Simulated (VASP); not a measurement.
Runs of VASP 6.6.1 on BaCaS2. The structure is that of space group R-3m (No. 166), or close to it. The cells are those of the table. 

| level | cell | gap on the mesh (eV) | pressure (GPa) | largest force (eV/Å) |
| --- | --- | --- | --- | --- |
| r2SCAN | a = 7.386 Å, angles 33.3°, 4 atoms | (c) | (a) | 0.10 |
| r2SCAN | a = 7.309 Å, angles 33.3°, 4 atoms | (b) | 4.3 | 0.15 |
| r2SCAN | a = 7.608 Å, angles 33.3°, 4 atoms | 2.54 | -2.3 | 0.02 |
| r2SCAN | a = 7.536 Å, angles 33.3°, 4 atoms | 2.49 | -1.0 | 0.02 |
| PBE | a = 7.538 Å, angles 33.4°, 4 atoms | 2.12 | -0.9 | 0.03 |
| r2SCAN | a = 7.462 Å, angles 33.3°, 4 atoms | 2.43 | 0.5 | 0.06 |
| PBE | a = 7.312 Å, angles 33.4°, 4 atoms | 1.93 | (d) | 0.16 |
| PBE | a = 7.389 Å, angles 33.4°, 4 atoms | 2.00 | 2.1 | 0.11 |

Alike in all rows: task single point; potentials or basis VASP PAW PBE potentials, release 64 (Ca_sv, Ba_sv, S); no spin polarisation; k mesh 6 × 6 × 6; cutoff (eV) 520; smearing gaussian 0.01 eV.

Task: Estimate the missing entries.

Result: (a) 2.3; (b) 2.29; (c) 2.36; (d) 4.0.

Caveats: spin-orbit coupling is left out, which moves the levels of the heavy elements; the PAW data sets were made with another functional, which shifts forces and pressure a little (at least some runs); the cell stands under pressure (at least some runs).

A k mesh can miss the band edges, and the runs leave out spin-orbit coupling on Ba.
